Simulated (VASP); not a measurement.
# Ta: single point with LDA

Ta:

```
Ta
1.0
     2.26289    0.00000    0.00000
     0.00000    2.26289    0.00000
     0.00000    0.00000    2.26289
Ta
1
Direct
  0.00000 0.00000 0.00000
```

This isn't the form of Ta at room conditions, which is bcc.

```json
{
 "Program": "VASP 6.6.1",
 "Task": "single point",
 "Functional": "LDA",
 "Potentials or basis": "VASP PAW LDA potentials, release 64 (Ta_pv)",
 "Cutoff": "520 eV",
 "k mesh": "14 × 14 × 14",
 "Occupations": "fermi-dirac, width 0.05 eV",
 "Spin": "no spin polarisation",
 "Dipole correction": "no",
 "k mesh for the DOS": "21 × 21 × 21",
 "Occupations for the DOS": "tetrahedron",
 "Further INCAR settings": "ALGO = Normal; EDIFF = 1e-07; NBANDS = 12"
}
```

- Valence electrons inside the program's atomic spheres: Ta 10.42

Levels at points of the mesh, in eV from the Fermi level:
| k point | band 3 | band 4 | band 5 | band 6 | band 7 | band 8 | band 9 | band 10 |
| --- | --- | --- | --- | --- | --- | --- | --- | --- |
| (0.00, 0.00, 0.00) | -31.78 | -9.16 | -6.12 | -6.12 | 11.12 | 11.12 | 11.12 | 14.25 |

It took 33 s on 1 thread of Intel Xeon 8259CL, with other jobs on the host, peak memory 0.15 GiB.

Caveat: spin-orbit coupling is left out, which moves the levels of the heavy elements.
